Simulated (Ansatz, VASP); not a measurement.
Two plane-wave programs on PbSe

```
CELL_PARAMETERS angstrom
0.00000 3.08870 3.08870
3.08870 0.00000 3.08870
3.08870 3.08870 0.00000
ATOMIC_POSITIONS crystal
Pb 0.00000 0.00000 0.00000
Se 0.50000 0.50000 0.50000
```

Alike in both runs: task single point; functional PBE; k mesh 8 × 8 × 8; occupations fermi-dirac, width 0.02 eV; no spin polarisation.

|  | VASP | Ansatz |
| --- | --- | --- |
| version | VASP 6.6.1 | Ansatz 0.2.0 |
| potentials or method | VASP PAW PBE potentials, release 64 (Pb_d, Se) | plane waves, PAW |
| plane-wave cutoff (eV) | 520 | 420 |
| valence electrons in the cell | 20 | 30 |

```tsv
	VASP	Ansatz	Ansatz less VASP
pressure (GPa)	0.9	0.9	+0.02
```

With one functional, cell and mesh, what is left measures potentials, basis and numerics. VASP's potentials hold 20 valence electrons a cell and Ansatz's 30, so a difference there can come from the potentials and not from the codes.

Neither program's run includes spin-orbit coupling.
